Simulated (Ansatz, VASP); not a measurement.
One calculation of HfBe2Si2, two programs

```xyz
5
Lattice="-1.8203 1.8203 4.7898 1.8203 -1.8203 4.7898 1.8203 1.8203 -4.7898" Properties=species:S:1:pos:R:3 pbc="T T T"
Hf    0.0000    0.0000    0.0000
Be    0.0000    0.0000    3.7909
Be    0.0000    0.0000    5.7888
Si    0.0000    1.8203    2.3949
Si    1.8203    0.0000    2.3949
```

Change from the starting cell: species swapped into the ErFe2B2 type (I4/mmm, No. 139).

Alike in both runs: functional PBE; k mesh 6 × 6 × 6; occupations gaussian, width 0.1 eV; no spin polarisation.

Ansatz relaxed the structure, and its values are those at the end. VASP's run is a single point on that final structure, the one shown.

|  | VASP | Ansatz |
| --- | --- | --- |
| version | VASP 6.6.1 | Ansatz 0.2.0 |
| potentials or method | VASP PAW PBE potentials, release 64 (Hf_pv, Be, Si), cutoff 520 eV | scalar-relativistic, plane waves, PAW |
| valence electrons in the cell | 22 | 38 |

Ansatz gave:

| Quantity | Value |
| --- | --- |
| gap on the k mesh at the Fermi level (eV) | none |
| pressure (GPa) | 0.0 |

Problem. Estimate VASP's values.

Solution. gap on the k mesh at the Fermi level (eV): none; pressure (GPa): -0.2.

A gap of «none» marks a metal or a gap that the smearing closes. With one functional, cell and mesh, what is left measures potentials, basis and numerics. VASP's potentials hold 22 valence electrons a cell and Ansatz's 38, so a difference there can come from the potentials and not from the codes.

The k mesh is coarse, so the values compare programs but aren't converged. Spin-orbit coupling is off throughout.
